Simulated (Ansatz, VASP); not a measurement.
## One calculation of ZrB2, two programs

File INCAR:

```
  PREC = Accurate
  ENCUT = 520
  EDIFF = 1E-6
  ISMEAR = -1
  SIGMA = 0.02
  LREAL = F
  LASPH = T
  NELM = 60
  ALGO = Normal
  ISIF = 2
  LWAVE = F
  LCHARG = T
  LELF = T
  LVHAR = T
  NBANDS = 16
```

File KPOINTS:

```
regular mesh
0
Gamma
  15 15 11
```

POSCAR

```
ZrB2
1.0
    3.1700000000      0.0000000000      0.0000000000
   -1.5850000000      2.7453005300      0.0000000000
    0.0000000000      0.0000000000      3.5330000000
Zr B
1 2
Direct
    0.0000000000      0.0000000000      0.0283045570
    0.6666666667      0.3333333333      0.5000000000
    0.3333333333      0.6666666667      0.5000000000
```

Input for Ansatz:

```yaml
crystal:
  lattice:
    - [3.17, 0.0, 0.0]
    - [-1.585, 2.74530053, 0.0]
    - [0.0, 0.0, 3.533]
  atoms:
    - { symbol: Zr, position: [0.0, 0.0, 0.028304557] }
    - { symbol: B, position: [0.6666666667, 0.3333333333, 0.5] }
    - { symbol: B, position: [0.3333333333, 0.6666666667, 0.5] }
hamiltonian:
  xc: lda
kpoints:
  mp_grid: { grid: [15, 15, 11] }
scf:
  occupations: { method: fermi_dirac, width: 0.02 }
  convergence: { dr2_threshold: 1.0e-09 }
basis:
  ecutwfc: 600
output:
  forces: true
  stress: true
```

Alike in both runs: task single point; functional LDA; k mesh 15 × 15 × 11; occupations fermi-dirac, width 0.02 eV; no spin polarisation.

|  | VASP | Ansatz |
| --- | --- | --- |
| version | VASP 6.6.1 | Ansatz 0.2.0 |
| potentials or method | VASP PAW LDA potentials, release 64 (Zr_sv, B), cutoff 520 eV | scalar-relativistic, plane waves, PAW |
| valence electrons in the cell | 18 | 18 |

|  | VASP | Ansatz | Ansatz less VASP |
| --- | --- | --- | --- |
| pressure (GPa) | -7.3 | -7.7 | -0.48 |
| traceless stress, the component that is largest in VASP (GPa) | 0.46 | 0.44 | -0.023 |
| rms of the force components (eV/Å) | 0.555 | 0.549 | -0.0052 |

LDA's correlation is that of Perdew and Zunger in VASP and of Perdew and Wang (1992) in Ansatz. Atom by atom the forces differ by 0.005 eV/Å (rms over components). Ansatz's warnings: stress scf threshold loose.
